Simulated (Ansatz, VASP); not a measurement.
**Two plane-wave programs on MgS**

INCAR

```
SYSTEM = MgS
ALGO     = Normal         ! electronic algorithm
EDIFF    = 1E-7           ! SCF threshold, eV
ENCUT    = 520            ! plane-wave cutoff, eV
GGA      = PS             ! functional
ISIF     = 2              ! what is computed and relaxed
ISMEAR   = 0              ! smearing method
LASPH    = .True.         ! aspherical terms in the spheres
LCHARG   = .False.        ! write CHGCAR
LREAL    = .False.        ! projectors in reciprocal space
LWAVE    = .False.        ! write WAVECAR
NBANDS   = 11             ! bands
NELM     = 60             ! most SCF steps
PREC     = Accurate       ! precision mode
SIGMA    = 0.05           ! smearing width, eV
```

KPOINTS

```
k-points
0
Gamma
  8 8 8
  0 0 0
```

File POSCAR:

```
MgS
1.0
    0.0000000000      2.7057160000      2.7057160000
    2.7057160000      0.0000000000      2.7057160000
    2.7057160000      2.7057160000      0.0000000000
Mg S
1 1
Direct
    0.0000000000      0.0000000000      0.0000000000
    0.5000000000      0.5000000000      0.5000000000
```

Input for Ansatz:

```yaml
crystal:
  lattice:
    - [0.0, 2.705716, 2.705716]
    - [2.705716, 0.0, 2.705716]
    - [2.705716, 2.705716, 0.0]
  atoms:
    - { symbol: Mg, position: [0.0, 0.0, 0.0] }
    - { symbol: S, position: [0.5, 0.5, 0.5] }
basis:
  ecutwfc: 420
kpoints:
  mp_grid: { grid: [8, 8, 8] }
hamiltonian:
  xc: pbesol
scf:
  occupations: { method: gaussian, width: 0.05 }
output:
  forces: true
  stress: true
  eigenvalues: true
```

Change from the starting cell: strain +0.040 along x and y, +0.040 along z, atoms carried along.

Alike in both runs: task single point; functional PBEsol; k mesh 8 × 8 × 8; occupations gaussian, width 0.05 eV; no spin polarisation.

|  | VASP | Ansatz |
| --- | --- | --- |
| version | VASP 6.6.1 | Ansatz 0.2.0 |
| potentials or method | VASP PAW PBE potentials, release 64 (Mg, S), cutoff 520 eV | scalar-relativistic, plane waves, PAW |
| valence electrons in the cell | 8 | 16 |

Ansatz gave:

| Quantity | Value |
| --- | --- |
| gap on the k mesh at the Fermi level (eV) | 2.46 |
| least direct gap on the mesh (eV) | 2.75 |
| pressure (GPa) | -7.8 |

Q: Estimate VASP's values.

A: gap on the k mesh at the Fermi level (eV): 2.45; least direct gap on the mesh (eV): 2.75; pressure (GPa): -8.0.

VASP's potentials were made for PBE, not for PBEsol. With one functional, cell and mesh, what is left measures potentials, basis and numerics. VASP's potentials hold 8 valence electrons a cell and Ansatz's 16, so a difference there can come from the potentials and not from the codes.
